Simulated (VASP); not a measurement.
BaZrO3: relaxation of cell and atoms with LDA

Crystal: BaZrO3.

```
Ba Zr O
1.0
     4.19134    0.00000    0.00000
     0.00000    4.19134    0.00000
     0.00000    0.00000    4.19134
Ba Zr O
1 1 3
Cartesian
  0.0000 0.0000 0.0000
  2.0957 2.0957 2.0957
  0.0000 2.0957 2.0957
  2.0957 0.0000 2.0957
  2.0957 2.0957 0.0000
```

```yaml
Program: VASP 6.6.1
Task: relaxation of cell and atoms
Functional: LDA
Potentials_or_basis: VASP PAW LDA potentials, release 64 (Ba_sv, Zr_sv, O)
Cutoff: 600 eV
k_mesh: 6 × 6 × 6
Occupations: gaussian, width 0.02 eV
Spin: no spin polarisation
Dipole_correction: no
Further_INCAR_settings: ALGO = Normal; EDIFF = 1e-07; IBRION = 2; EDIFFG = -0.005; NSW = 100; ISIF = 3
```

```yaml
Relaxed_volume: 14.38 Å³/atom
Relaxed_cell: a = 4.158 Å, b = 4.158 Å, c = 4.158 Å, α = 90.00°, β = 90.00°, γ = 90.00°
Space_group_after_relaxing_to_0.1_Å: Pm-3m (No. 221)
Energy_gained_by_relaxing: 4.5 meV/atom
Ionic_steps: 3
Pressure_after_relaxing: 0.0 GPa
Band_gap_on_the_k_mesh: 3.12 eV (least direct gap 3.31 eV)
```

Step by step:
| step | energy change (eV) | largest force (eV/Å) | pressure (GPa) | volume (Å³) |
| --- | --- | --- | --- | --- |
| 1 | 0.0000 | 0.0000 | -4.00 | 73.63 |
| 2 | 0.0125 | 0.0000 | 5.49 | 69.78 |
| 3 | -0.0224 | 0.0000 | -0.03 | 71.89 |

Final structure:
```
Ba Zr O
1.0
     4.15797    0.00000    0.00000
     0.00000    4.15797    0.00000
     0.00000    0.00000    4.15797
Ba Zr O
1 1 3
Direct
  0.00000 0.00000 0.00000
  0.50000 0.50000 0.50000
  0.00000 0.50000 0.50000
  0.50000 0.00000 0.50000
  0.50000 0.50000 0.00000
```

Levels at points of the mesh, in eV from the valence-band top:
| k point | band 17 | band 18 | band 19 | band 20 | band 21 | band 22 | band 23 | band 24 |
| --- | --- | --- | --- | --- | --- | --- | --- | --- |
| (0.00, 0.00, 0.00) | -1.04 | -0.19 | -0.19 | -0.19 | 3.12 | 3.12 | 3.12 | 4.54 |
| (0.50, 0.00, 0.00) | -1.80 | -1.80 | -0.41 | -0.41 | 3.60 | 5.81 | 5.81 | 6.42 |
| (0.50, 0.50, 0.00) | -0.93 | -0.93 | -0.72 | -0.08 | 5.78 | 5.78 | 6.53 | 6.62 |
| (0.50, 0.50, 0.50) | -2.57 | 0.00 | 0.00 | 0.00 | 6.01 | 6.01 | 6.01 | 7.18 |

Run time: 55 s on 1 thread of Intel(R) Xeon(R) Platinum 8488C (Sapphire Rapids) (shared host), peak memory 0.21 GiB.

Caveat: spin-orbit coupling is left out, which moves the levels of the heavy elements. LDA usually gives volumes a few per cent too small.
